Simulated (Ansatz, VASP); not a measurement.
# Ru: VASP beside Ansatz

Contents of INCAR:

```
SYSTEM = Ru
  ALGO = Fast
  EDIFF = 1E-6
  EDIFFG = -0.01
  ENCUT = 600
  GGA = PE
  IBRION = 2
  ISIF = 3
  ISMEAR = 0
  LASPH = .TRUE.
  LCHARG = .FALSE.
  LREAL = .FALSE.
  LWAVE = .FALSE.
  NELM = 80
  NSW = 100
  PREC = Accurate
  SIGMA = 0.1
```

File KPOINTS:

```
k-points
0
G
  15 15 10
  0 0 0
```

File POSCAR:

```
Ru
1.0
    3.4388458147      0.0000000000      0.0000000000
   -1.7194229073      2.9781278352      0.0000000000
    0.0000000000      0.0000000000      4.6458931321
Ru
3
Direct
    0.3130188823      0.0000000000      0.3333333333
    0.0000000000      0.3130188823      0.6666666667
    0.6869811177      0.6869811177      0.0000000000
```

Input for Ansatz:

```yaml
crystal:
  lattice:
    - [3.4388458147, 0.0, 0.0]
    - [-1.7194229073, 2.9781278352, 0.0]
    - [0.0, 0.0, 4.6458931321]
  atoms:
    - { symbol: Ru, position: [0.3130188823, 0.0, 0.3333333333] }
    - { symbol: Ru, position: [0.0, 0.3130188823, 0.6666666667] }
    - { symbol: Ru, position: [0.6869811177, 0.6869811177, 0.0] }
basis:
  ecutwfc: 420
kpoints:
  mp_grid: { grid: [15, 15, 10] }
hamiltonian:
  xc: pbe
scf:
  occupations: { method: gaussian, width: 0.1 }
output:
  forces: true
  stress: true
  eigenvalues: true
relax:
  adjacent_minimum: "off"
  f_tol: 0.01
  max_steps: 80
  cell: { stress_tol: 0.05 }
```

Alike in both runs: task relaxation of cell and atoms; functional PBE; k mesh 15 × 15 × 10; occupations gaussian, width 0.1 eV; no spin polarisation.

```csv
,VASP,Ansatz
version,VASP 6.6.1,Ansatz 0.2.0
potentials or method,"VASP PAW PBE potentials, release 64 (Ru_pv), cutoff 600 eV","scalar-relativistic, plane waves, PAW"
valence electrons in the cell,42,48
```

```csv
,VASP,Ansatz,Ansatz less VASP
"gap on the k mesh at the Fermi level, each at its own relaxed structure (eV)",none,none,-
relaxed volume (Å³/atom),15.83,15.83,+0.003
relaxed cell length with the largest relative difference (Å),4.367,4.346,-0.0208
```

A gap of «none» marks a metal or a gap that the smearing closes. VASP's potentials hold 42 valence electrons a cell and Ansatz's 48, so a difference there can come from the potentials and not from the codes.
